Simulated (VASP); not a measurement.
# MgO (Fm-3m) in VASP: further runs

MgO is run at these levels: PBEsol; tasks: single point.

All numbers are computed with VASP 6.6.1; they aren't measurements. Logs are shortened: lines on timing, memory, paths and dates and some standing lists are left out, and cuts for length are marked.

### 1 The cell of the first run

The structure is cubic, space group Fm-3m (No. 225). The conventional cell has a = 4.172 Å, b = 4.172 Å, c = 4.172 Å, α = 90.00°, β = 90.00°, γ = 90.00°. Within 2.8 Å of Mg (site symmetry m-3m) lie 6 O at 2.09 Å. Within 2.8 Å of O (site symmetry m-3m) lie 6 Mg at 2.09 Å.

### 2 Single point, PBEsol

INCAR reads:

```
SYSTEM = MgO
PREC = Accurate
ENCUT = 520
EDIFF = 1E-6
ISMEAR = 0
SIGMA = 0.01
LREAL = .FALSE.
LASPH = .TRUE.
NELM = 80
ALGO = Normal
ISIF = 2
LWAVE = .FALSE.
LCHARG = .FALSE.
GGA = PS
NBANDS = 11
```

KPOINTS reads:

```
Automatic mesh
0
G
  10 10 10
  0 0 0
```

POSCAR reads:

```
MgO
1.0
    0.0000000000      2.0862311184      2.0862311184
    2.0862311184      0.0000000000      2.0862311184
    2.0862311184      2.0862311184      0.0000000000
Mg O
1 1
Direct
    0.0000000000      0.0000000000      0.0000000000
    0.5000000000      0.5000000000      0.5000000000
```

Potentials or basis: VASP PAW PBE potentials, release 64 (Mg, O).

Command:

```console
> cat potpaw_PBE.64/Mg/POTCAR potpaw_PBE.64/O/POTCAR > POTCAR
> mpirun -np 1 vasp_std > vasp.out
```

OUTCAR:

```text
SYSTEM = MgO
   PREC = Accurate
   ENCUT = 520
   EDIFF = 1E-6
   ISMEAR = 0
   LREAL = .FALSE.
   LASPH = .TRUE.
   NELM = 80
   ISIF = 2
   GGA = PS

 ion  position               nearest neighbor table
   1  0.000  0.000  0.000-   2 2.09   2 2.09   2 2.09   2 2.09   2 2.09   2 2.09
   2  0.500  0.500  0.500-   1 2.09   1 2.09   1 2.09   1 2.09   1 2.09   1 2.09

  LATTYP: Found a face centered cubic cell.
 ALAT       =     4.1724622368

  Lattice vectors:

 A1 = (   0.0000000000,   2.0862311184,   2.0862311184)
 A2 = (   2.0862311184,   0.0000000000,   2.0862311184)
 A3 = (   2.0862311184,   2.0862311184,   0.0000000000)

Analysis of symmetry for initial positions (statically):
=====================================================================
 Subroutine PRICEL returns:
 Original cell was already a primitive cell.

 Routine SETGRP: Setting up the symmetry group for a
 face centered cubic supercell.

 Subroutine GETGRP returns: Found 48 space group operations
 (whereof 48 operations were pure point group operations)
 out of a pool of 48 trial point group operations.

The static configuration has the point symmetry O_h .

Analysis of symmetry for dynamics (positions and initial velocities):
=====================================================================
 Subroutine PRICEL returns:
 Original cell was already a primitive cell.

 Routine SETGRP: Setting up the symmetry group for a
 face centered cubic supercell.

 Subroutine GETGRP returns: Found 48 space group operations
 (whereof 48 operations were pure point group operations)
 out of a pool of 48 trial point group operations.

The dynamic configuration has the point symmetry O_h .

 Subroutine INISYM returns: Found 48 space group operations
 (whereof 48 operations are pure point group operations),
 and found     1 'primitive' translations

----------------------------------------------------------------------------------------

                                     Primitive cell

  volume of cell :      18.1601

  direct lattice vectors                    reciprocal lattice vectors
     0.000000000  2.086231118  2.086231118    -0.239666639  0.239666639  0.239666639
     2.086231118  0.000000000  2.086231118     0.239666639 -0.239666639  0.239666639
     2.086231118  2.086231118  0.000000000     0.239666639  0.239666639 -0.239666639

  length of vectors
     2.950376342  2.950376342  2.950376342     0.415114795  0.415114795  0.415114795

  position of ions in fractional coordinates (direct lattice)
     0.000000000  0.000000000  0.000000000
     0.500000000  0.500000000  0.500000000

  ion indices of the primitive-cell ions
   primitive index   ion index
                 1           1
                 2           2

----------------------------------------------------------------------------------------

 KPOINTS: Automatic mesh

Automatic generation of k-mesh.
 Grid dimensions read from file:
 generate k-points for:   10   10   10

 Generating k-lattice:

  Cartesian coordinates                     Fractional coordinates (reciprocal lattice)
    -0.023966664  0.023966664  0.023966664     0.100000000  0.000000000  0.000000000
     0.023966664 -0.023966664  0.023966664     0.000000000  0.100000000  0.000000000
     0.023966664  0.023966664 -0.023966664     0.000000000  0.000000000  0.100000000

  Length of vectors
     0.041511480  0.041511480  0.041511480

  Shift w.r.t. Gamma in fractional coordinates (k-lattice)
     0.000000000  0.000000000  0.000000000

 Subroutine IBZKPT returns following result:
 ===========================================

 Found     47 irreducible k-points:

 Following reciprocal coordinates:
            Coordinates               Weight
  0.000000  0.000000  0.000000      1.000000
  0.100000  0.000000  0.000000      8.000000
  0.200000  0.000000  0.000000      8.000000
  0.300000  0.000000  0.000000      8.000000
  0.400000  0.000000  0.000000      8.000000
  0.500000  0.000000  0.000000      4.000000
[... 16 lines left out ...]
  0.300000  0.300000  0.000000      6.000000
  0.400000  0.300000  0.000000     24.000000
 [... further k-points ...]
   k-points           NKPTS =     47   k-points in BZ     NKDIM =     47   number of bands    NBANDS=     11
   number of dos      NEDOS =    301   number of ions     NIONS =      2
   total plane-waves  NPLWV =  13824
   dimension x,y,z NGX =    24 NGY =   24 NGZ =   24
   dimension x,y,z NGXF=    48 NGYF=   48 NGZF=   48
   ions per type =               1   1
   NGX,Y,Z   is equivalent  to a cutoff of  13.52, 13.52, 13.52 a.u.
   NGXF,Y,Z  is equivalent  to a cutoff of  27.05, 27.05, 27.05 a.u.
 SYSTEM =  MgO
   PREC   = accura    normal or accurate (medium, high low for compatibility)
   ISTART =      0    job   : 0-new  1-cont  2-samecut
   ICHARG =      2    charge: 1-file 2-atom 10-const
   ISPIN  =      1    spin polarized calculation?
   LNONCOLLINEAR =      F non collinear calculations
   LSORBIT =      F    spin-orbit coupling
   LASPH  =      T    aspherical Exc in radial PAW
   ENCUT  =  520.0 eV  38.22 Ry    6.18 a.u.   5.49  5.49  5.49*2*pi/ulx,y,z
   NELM   =     80;   NELMIN=  2; NELMDL= -5     # of ELM steps
   EDIFF  = 0.1E-05   stopping-criterion for ELM
   LREAL  =      F    real-space projection
   EDIFFG = 0.1E-04   stopping-criterion for IOM
   NSW    =      0    number of steps for IOM
   IBRION =     -1    ionic relax: 0-MD 1-quasi-New 2-CG
   NFREE  =      0    steps in history (QN), initial steepest desc. (CG)
   ISIF   =      2    stress and relaxation
   ISYM   =      2    0-nonsym 1-usesym 2-fastsym
   POTIM  = 0.5000    time-step for ionic-motion
   TEBEG  =    0.0;   TEEND  =   0.0 temperature during run
   PSTRESS=    0.0 pullay stress
   NELECT =       8.0000    total number of electrons
   NUPDOWN=      -1.0000    fix difference up-down
   EMIN   =  10.00;   EMAX   =-10.00  energy-range for DOS
   EFERMI =   0.00;   METHOD = LEGACY
   ISMEAR =     0;   SIGMA  =   0.01  broadening in eV -4-tet -1-fermi 0-gaus
   EFERMI_NEDOS =   21; number of points for ismear=-14 and -15
   IALGO  =     38    algorithm
   IMIX   =      4    mixing-type and parameters
     AMIX     =   0.40;   BMIX     =  1.00
     AMIX_MAG =   1.60;   BMIX_MAG =  1.00
  volume/ion in A,a.u.               =       9.08        61.28
  Fermi-wavevector in a.u.,A,eV,Ry     =   1.245659  2.353954 21.111693  1.551666
  Thomas-Fermi vector in A             =   2.379871
   LORBIT       =      0    0 simple, 1 ext, 2 COOP (PROOUT), +10 PAW based schemes
   GGA     = PS    functional components
   LHFCALC =     F    Hartree Fock is set to
   AEXX    =    0.0000 exact exchange contribution
   IVDW    =     0    specifies the selected vdW correction
   LEPSILON=     F    determine dielectric tensor
   LRPA    =     F    only Hartree local field effects (RPA)
 non-spin polarized calculation
 Gauss-broadening in eV      SIGMA  =   0.01
  energy-cutoff  :      520.00
  volume of cell :       18.16
 maximum number of plane-waves:       531
 NGX is ok and might be reduce to    24
   NGX = 11   NGY = 11   NGZ = 11

 number of electron       8.0000002 magnetization

 Free energy of the ion-electron system (eV)
  ---------------------------------------------------
  ext. energy  EPLUGINS =         0.00000000
  ---------------------------------------------------
  free energy    TOTEN  =       -12.50498042 eV

  energy without entropy =      -12.50498042  energy(sigma->0) =      -12.50498042

 E-fermi :   3.4516     XC(G=0): -11.4482

 val. band max:        3.2834328623   @ k =   0.0000   0.0000   0.0000
 cond. band min:       8.1962327301   @ k =   0.0000   0.0000   0.0000
 fundamental gap:      4.9127998678
 Fermi energy:         3.4516318575

 k-point     1 :       0.0000    0.0000    0.0000
  band No.  band energies     occupation
      1     -14.0723      2.00000
      2       3.2834      2.00000
      3       3.2834      2.00000
      4       3.2834      2.00000
      5       8.1962      0.00000
      6      19.0719      0.00000
      7      19.0719      0.00000
      8      19.0719      0.00000
      9      22.9898      0.00000
     10      24.9071      0.00000
     11      24.9071      0.00000

 k-point     2 :       0.1000    0.0000    0.0000
  band No.  band energies     occupation
      1     -13.9589      2.00000
      2       2.6145      2.00000
      3       3.2112      2.00000
      4       3.2112      2.00000
      5       8.8271      0.00000
      6      17.8024      0.00000
      7      19.3243      0.00000
      8      19.3243      0.00000
      9      24.2224      0.00000
     10      24.2224      0.00000
     11      24.7223      0.00000

 k-point     3 :       0.2000    0.0000    0.0000
  band No.  band energies     occupation
      1     -13.6467      2.00000
      2       1.2476      2.00000
      3       3.0285      2.00000
      4       3.0285      2.00000
      5      10.0157      0.00000
      6      16.3051      0.00000
      7      19.8516      0.00000
      8      19.8516      0.00000
      9      23.5380      0.00000
     10      23.5380      0.00000
     11      25.8571      0.00000

 k-point     4 :       0.3000    0.0000    0.0000
  band No.  band energies     occupation
      1     -13.2234      2.00000
      2      -0.1315      2.00000
      3       2.8141      2.00000
      4       2.8141      2.00000
      5      10.8982      0.00000
      6      15.7021      0.00000
      7      20.0343      0.00000
      8      20.0343      0.00000
      9      23.9646      0.00000
     10      23.9646      0.00000
     11      25.2708      0.00000
[... 239 lines left out ...]
 k-point    22 :      -0.2000    0.2000    0.0000
  band No.  band energies     occupation
      1     -13.0979      2.00000
      2       0.0749      2.00000
      3       1.8765      2.00000
      4       2.8084      2.00000
      5      11.9080      0.00000
      6      15.1731      0.00000
      7      18.5978      0.00000
      8      21.2963      0.00000
      9      21.8025      0.00000
     10      24.8280      0.00000
     11      28.4818      0.00000

 k-point    23 :       0.3000    0.3000    0.0000
  band No.  band energies     occupation
      1     -13.0070      2.00000
      2       0.0106      2.00000
      3       2.3031      2.00000
      4       2.3031      2.00000
      5      12.3511      0.00000
      6      13.5733      0.00000
      7      17.9035      0.00000
      8      21.4246      0.00000
      9      21.4246      0.00000
     10      27.6244      0.00000
     11      31.1612      0.00000

 k-point    24 :       0.4000    0.3000    0.0000
  band No.  band energies     occupation
      1     -12.7388      2.00000
      2      -0.4382      2.00000
      3       1.9182      2.00000
      4       2.1492      2.00000
      5      12.9839      0.00000
      6      13.4221      0.00000
      7      17.0650      0.00000
      8      21.7006      0.00000
      9      21.9106      0.00000
     10      28.3939      0.00000
     11      30.7503      0.00000

 [... further k-points ...]
[... 5 lines left out ...]
  --------------------------------------------------------------------------------------
  -------------------------------------------------------------------------------------
  Total        0.5132128      0.5132128      0.5132128     -0.0000000      0.0000000      0.0000000
  in kB       45.2783741     45.2783741     45.2783741     -0.0000000      0.0000000      0.0000000
  external PRESSURE =      45.2783741 kB  Pullay stress =       0.0000000 kB

 VOLUME and BASIS-vectors are now :
 -----------------------------------------------------------------------------
  energy-cutoff  :      520.00
  volume of cell :       18.16
      direct lattice vectors                 reciprocal lattice vectors
     0.000000000  2.086231118  2.086231118    -0.239666639  0.239666639  0.239666639
     2.086231118  0.000000000  2.086231118     0.239666639 -0.239666639  0.239666639
     2.086231118  2.086231118  0.000000000     0.239666639  0.239666639 -0.239666639

 POSITION                                       TOTAL-FORCE (eV/Angst)
 -----------------------------------------------------------------------------------
      0.00000      0.00000      0.00000        -0.000000     -0.000000      0.000000
      2.08623      2.08623      2.08623         0.000000      0.000000      0.000000
 -----------------------------------------------------------------------------------
    total drift:                               -0.000000     -0.000000      0.000000

  FREE ENERGIE OF THE ION-ELECTRON SYSTEM (eV)
  ---------------------------------------------------
  free  energy   TOTEN  =       -12.5049804191 eV

  energy  without entropy=      -12.5049804191  energy(sigma->0) =      -12.50498042
```

Run time: 5.6 s. Hardware: 1 thread of AMD EPYC 9R45 (Zen 5), shared host; peak memory 0.11 GiB.

Results:

```
Free energy            : -12.5050 eV
Pressure               : 4.5 GPa
Band gap on the k mesh : 4.91 eV, direct
```

Levels at points of the mesh, in eV from the valence-band top:
```tsv
k point	band 1	band 2	band 3	band 4	band 5	band 6	band 7	band 8	band 9
(0.00, 0.00, 0.00)	-17.36	0.00	0.00	0.00	4.91	15.79	15.79	15.79	19.71
(0.50, 0.00, 0.00)	-15.97	-4.81	-0.70	-0.70	7.92	12.83	16.47	16.47	21.19
(0.50, 0.50, 0.00)	-15.69	-4.26	-1.41	-1.41	8.95	10.18	13.28	19.28	19.28
```

Caveat: the PAW data sets were made with another functional, which shifts forces and pressure a little. Expect the measured gap to be larger: semilocal functionals such as PBEsol lack the derivative discontinuity.

### 3 Single point, PBEsol (volume scaled by 0.98)

INCAR reads:

```
SYSTEM = MgO
ALGO = Normal
EDIFF = 1E-6
ENCUT = 520
GGA = PS
ISIF = 2
ISMEAR = 0
LASPH = .True.
LCHARG = .False.
LREAL = .False.
LWAVE = .False.
NBANDS = 11
NELM = 60
PREC = Accurate
SIGMA = 0.01
```

KPOINTS reads:

```
k-points
0
Gamma
  10 10 10
  0 0 0
```

POSCAR reads:

```
MgO
1.0
    0.0000000000      2.0929434045      2.0929434045
    2.0929434045      0.0000000000      2.0929434045
    2.0929434045      2.0929434045      0.0000000000
Mg O
1 1
Direct
    0.0000000000      0.0000000000      0.0000000000
    0.5000000000      0.5000000000      0.5000000000
```

Potentials or basis: VASP PAW PBE potentials, release 64 (Mg, O).

Command:

```console
> cat potpaw_PBE.64/Mg/POTCAR potpaw_PBE.64/O/POTCAR > POTCAR
> mpirun -np 1 vasp_std > vasp.out
```

Run time: 5.7 s. Hardware: 1 thread of AMD EPYC 9R45 (Zen 5), shared host; peak memory 0.11 GiB.

It converged, with:

```
Free energy            : -12.5093 eV
Pressure               : 2.8 GPa
Band gap on the k mesh : 4.82 eV, direct
```

Levels at points of the mesh, in eV from the valence-band top:
```tsv
k point	band 1	band 2	band 3	band 4	band 5	band 6	band 7	band 8	band 9
(0.00, 0.00, 0.00)	-17.30	0.00	0.00	0.00	4.82	15.74	15.74	15.74	19.63
(0.50, 0.00, 0.00)	-15.94	-4.76	-0.68	-0.68	7.86	12.72	16.37	16.37	21.05
(0.50, 0.50, 0.00)	-15.67	-4.22	-1.39	-1.39	8.94	10.08	13.17	19.13	19.13
```

Caveat: the PAW data sets were made with another functional, which shifts forces and pressure a little.

### 4 Single point, PBEsol (volume scaled by 1.02)

INCAR reads:

```
SYSTEM = MgO
  PREC = Accurate
  ENCUT = 520
  EDIFF = 1E-7
  ISMEAR = 0
  SIGMA = 0.01
  LREAL = .FALSE.
  LASPH = .TRUE.
  NELM = 60
  ALGO = Normal
  ISIF = 2
  LWAVE = .FALSE.
  LCHARG = .FALSE.
  GGA = PS
  NBANDS = 11
```

KPOINTS reads:

```
Automatic mesh
0
G
  10 10 10
  0 0 0
```

POSCAR reads:

```
MgO
1.0
    0.0000000000      2.1210399572      2.1210399572
    2.1210399572      0.0000000000      2.1210399572
    2.1210399572      2.1210399572      0.0000000000
Mg O
1 1
Direct
    0.0000000000      0.0000000000      0.0000000000
    0.5000000000      0.5000000000      0.5000000000
```

Command:

```console
> cat potpaw_PBE.64/Mg/POTCAR potpaw_PBE.64/O/POTCAR > POTCAR
> mpirun -np 1 vasp_std > vasp.out
```

Wall time 6.1 s (1 thread of AMD EPYC 9R45 (Zen 5), shared host); peak memory 0.11 GiB.

The run converged. Its results:

- Free energy: -12.5082 eV
- Pressure: -3.5 GPa
- Band gap on the k mesh: 4.43 eV, direct

Levels at points of the mesh, in eV from the valence-band top:
```tsv
k point	band 1	band 2	band 3	band 4	band 5	band 6	band 7	band 8
(0.00, 0.00, 0.00)	-17.10	0.00	0.00	0.00	4.43	15.51	15.51	15.51
(0.50, 0.00, 0.00)	-15.84	-4.59	-0.64	-0.64	7.61	12.27	15.96	15.96
(0.50, 0.50, 0.00)	-15.58	-4.06	-1.34	-1.34	8.90	9.65	12.75	18.52
```

Caveat: the PAW data sets were made with another functional, which shifts forces and pressure a little.

### 5 Overview

| cell | gap on the mesh (eV) | pressure (GPa) |
| --- | --- | --- |
| a = 2.950 Å, angles 60.0°, 2 atoms | 4.91 | 4.5 |
| a = 2.960 Å, angles 60.0°, 2 atoms | 4.82 | 2.8 |
| a = 3.000 Å, angles 60.0°, 2 atoms | 4.43 | -3.5 |

Alike in all rows: task single point; level PBEsol; potentials or basis VASP PAW PBE potentials, release 64 (Mg, O); no spin polarisation; k mesh 10 × 10 × 10; cutoff (eV) 520; smearing gaussian 0.01 eV.

Caveats: the PAW data sets were made with another functional, which shifts forces and pressure a little.

Total energies depend on the potentials used, so only differences within one code and one set of settings carry meaning.
